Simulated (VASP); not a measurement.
Set up this calculation in VASP 6.6.1, as the native input.

```yaml
Task: single point
Functional: PBE
Potentials_or_basis: VASP PAW PBE potentials, release 64 (W_sv, S)
Cutoff: 520 eV
k_mesh: 10 × 10 × 3
Occupations: fermi-dirac, width 0.05 eV
Spin: no spin polarisation
Dipole_correction: no
Further_INCAR_settings: ALGO = Normal; EDIFF = 1e-06; NBANDS = 35
```

The structure of WS2 (Tungstenite) lies in POSCAR:

```
WS2
1.0
    3.1878938608      0.0000000000      0.0000000000
   -1.5939469304      2.7607970681      0.0000000000
    0.0000000000      0.0000000000     14.8662216950
W S
2 4
Direct
    0.6666666667      0.3333333333      0.7500000000
    0.3333333333      0.6666666667      0.2500000000
    0.6666666667      0.3333333333      0.3556965486
    0.3333333333      0.6666666667      0.8556965486
    0.6666666667      0.3333333333      0.1443034514
    0.3333333333      0.6666666667      0.6443034514
```

One way to write it, as run:

INCAR

```
ALGO     = Normal         # electronic algorithm
EDIFF    = 1E-6           # SCF threshold, eV
ENCUT    = 520            # plane-wave cutoff, eV
GGA      = PE             # functional
ISIF     = 2              # what is computed and relaxed
ISMEAR   = -1             # smearing method
LASPH    = T              # aspherical terms in the spheres
LCHARG   = T              # write CHGCAR
LELF     = T              # ELF
LREAL    = F              # projectors in reciprocal space
LVHAR    = T            
LWAVE    = F              # write WAVECAR
NBANDS   = 35             # bands
NELM     = 80             # most SCF steps
PREC     = Accurate       # precision mode
SIGMA    = 0.05           # smearing width, eV
```

KPOINTS

```
k-points
0
Gamma
  10 10 3
```

Potentials or basis: VASP PAW PBE potentials, release 64 (W_sv, S).

Command:

```console
$ cat potpaw_PBE.64/W_sv/POTCAR potpaw_PBE.64/S/POTCAR > POTCAR
$ mpirun -np 1 vasp_std > vasp.out
```

Results of the run:

```
Pressure               : -0.1 GPa
Band gap on the k mesh : 1.79 eV, indirect (least direct gap 2.14 eV)
```

Caveat: spin-orbit coupling is left out, which moves the levels of the heavy elements; this functional lacks dispersion, which binds the layers, so the pressure and a relaxed spacing across them are unreliable.

It took 4.2 min on 1 thread of AMD EPYC 7R13, on a shared host, peak memory 0.26 GiB.
